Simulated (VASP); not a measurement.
Input of a VASP 6.6.1 run:

Contents of INCAR:

```
PREC     = Accurate       # precision mode
ENCUT    = 520            # plane-wave cutoff, eV
EDIFF    = 1E-6           # SCF threshold, eV
ISMEAR   = -1             # smearing method
SIGMA    = 0.1            # smearing width, eV
LREAL    = False          # projectors in reciprocal space
LASPH    = True           # aspherical terms in the spheres
NELM     = 150            # most SCF steps
ALGO     = Normal         # electronic algorithm
ISIF     = 2              # what is computed and relaxed
LWAVE    = False          # write WAVECAR
LCHARG   = False          # write CHGCAR
ISPIN    = 2              # spin polarisation
MAGMOM   = 1              # initial moments
LORBIT   = 11             # projections on sites
LMAXMIX  = 4              # l up to which the mixer works
NBANDS   = 15             # bands
```

File KPOINTS:

```
Automatic mesh
0
Gamma
  22 22 22
```

Contents of POSCAR:

```
Ni
1.0
   -1.1350137379      1.1350137379      1.1350137379
    1.1350137379     -1.1350137379      1.1350137379
    1.1350137379      1.1350137379     -1.1350137379
Ni
1
Direct
    0.0000000000      0.0000000000      0.0000000000
```

Potentials or basis: VASP PAW LDA potentials, release 64 (Ni).

Run with:

```bash
$ cat potpaw_LDA.64/Ni/POTCAR > POTCAR
$ mpirun -np 1 vasp_std > vasp.out
```

Task: Predict the pressure.

Result: 492.0 GPa.

Task: What does it give for the band gap on the k mesh?

Result: Zero (filled and empty bands overlap).
